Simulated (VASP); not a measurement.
**BN: single point with PBE**

The system is BN.

```
B N
1.0
     2.54395    0.00000    0.00000
    -1.27198    2.20313    0.00000
     0.00000    0.00000    4.20782
B N
2 2
Direct
  0.33333 0.66667 0.00020
  0.66667 0.33333 0.50020
  0.33333 0.66667 0.37480
  0.66667 0.33333 0.87480
```

```
Program             : VASP 6.6.1
Task                : single point
Functional          : PBE
Potentials or basis : VASP PAW PBE potentials, release 64 (B, N)
Cutoff              : 520 eV
k mesh              : 9 × 9 × 4
Occupations         : methfessel-paxton, width 0.5 eV
Spin                : no spin polarisation
```

```yaml
Pressure: 4.9 GPa
Largest_force: 0.018 eV/Å
Band_gap_on_the_k_mesh: 5.19 eV, indirect (least direct gap 8.29 eV)
```

Forces in eV/Å, atoms in the order of the input:
```
B    0.000  0.000  0.018
B    0.000  0.000  0.018
N    0.000  0.000 -0.018
N    0.000  0.000 -0.018
```

Stress tensor (GPa, compression positive):
```
4.97 0.00 0.00
0.00 4.97 0.00
0.00 0.00 4.81
```

Levels at points of the mesh, in eV from the valence-band top:
```tsv
k point	band 4	band 5	band 6	band 7	band 8	band 9	band 10	band 11	band 12	band 13
(0.00, 0.00, 0.00)	-2.13	-2.13	-0.27	0.00	0.00	8.38	8.38	8.62	9.56	10.82
(0.00, 0.00, 0.50)	-5.72	-1.18	-1.18	-1.18	-1.18	9.52	9.52	9.94	9.94	9.94
```

It took 8.1 s on 1 thread of Intel(R) Xeon(R) Platinum 8375C CPU @ 2.90GHz (Ice Lake), on a shared host, peak memory 0.13 GiB.

A k mesh can miss the band edges. PBE gaps usually lie below the measured ones, often by a third to a half.
